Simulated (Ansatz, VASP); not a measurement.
**Zn in VASP and in Ansatz**

Contents of INCAR:

```
  PREC = Accurate
  ENCUT = 600
  EDIFF = 1E-6
  ISMEAR = -1
  SIGMA = 0.1
  LREAL = False
  LASPH = True
  NELM = 80
  ALGO = Normal
  ISIF = 3
  LWAVE = False
  LCHARG = False
  GGA = CA
  IBRION = 2
  NSW = 80
  EDIFFG = -0.01
```

KPOINTS

```
Automatic mesh
0
Gamma
  14 14 14
```

The input POSCAR:

```
Zn
1.0
   -1.5608515766      1.5608515766      1.5608515766
    1.5608515766     -1.5608515766      1.5608515766
    1.5608515766      1.5608515766     -1.5608515766
Zn
1
Direct
    0.0000000000      0.0000000000      0.0000000000
```

Input for Ansatz:

```yaml
crystal:
  lattice:
    - [-1.5608515766, 1.5608515766, 1.5608515766]
    - [1.5608515766, -1.5608515766, 1.5608515766]
    - [1.5608515766, 1.5608515766, -1.5608515766]
  atoms:
    - { symbol: Zn, position: [0.0, 0.0, 0.0] }
hamiltonian:
  xc: lda
  pseudopotentials:
    kind: paw
    azcp:
      Zn: "pseudopotentials/Zn.paw.azcp"
basis:
  ecutwfc: 420
  fft_grid_basis: typed
kpoints:
  mp_grid: { grid: [14, 14, 14], shift: [0, 0, 0] }
magnetization:
  spin_polarized: false
scf:
  occupations: { method: fermi_dirac, width: 0.1 }
relax:
  max_steps: 60
  f_tol: 0.01
  cell: {}
```

Alike in both runs: task relaxation of cell and atoms; functional LDA; k mesh 14 × 14 × 14; occupations fermi-dirac, width 0.1 eV; no spin polarisation.

|  | VASP | Ansatz |
| --- | --- | --- |
| version | VASP 6.6.1 | Ansatz 0.2.0 |
| potentials or method | VASP PAW LDA potentials, release 64 (Zn), cutoff 600 eV | plane waves (420 eV) with PAW, scalar-relativistic |
| valence electrons in the cell | 12 | 12 |

```csv
,VASP,Ansatz,Ansatz less VASP
relaxed volume (Å³/atom),13.75,13.67,-0.074
relaxed cell length with the largest relative difference (Å),2.614,2.609,-0.0047
```

Ansatz warns that its potentials were made for another functional, while VASP's fit it. LDA's correlation is that of Perdew and Zunger in VASP and of Perdew and Wang (1992) in Ansatz.
